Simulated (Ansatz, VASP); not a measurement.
**Two plane-wave programs on KCl**

```xyz
2
Lattice="0.0000 3.5073 3.5073 3.5073 0.0000 3.5073 3.5073 3.5073 0.0000" Properties=species:S:1:pos:R:3 pbc="T T T"
K     0.0000    0.0000    0.0000
Cl    1.7536    1.7536    1.7536
```

Alike in both runs: task single point; functional PBE; k mesh 4 × 4 × 4; no spin polarisation.

```csv
,VASP,Ansatz
version,VASP 6.6.1,Ansatz 0.2.0
potentials or method,"VASP PAW PBE potentials, release 64 (K_sv, Cl)",plane waves
plane-wave cutoff (eV),500,420
occupations,"methfessel-paxton of order 1, width 0.05 eV","cold, width 0.05 eV"
valence electrons in the cell,16,16
```

VASP gave:

| Quantity | Value |
| --- | --- |
| gap on the k mesh at the Fermi level (eV) | 4.77 |
| pressure (GPa) | 0.3 |

Problem. Estimate Ansatz's values.

Solution. gap on the k mesh at the Fermi level (eV): 4.78; pressure (GPa): 0.3.
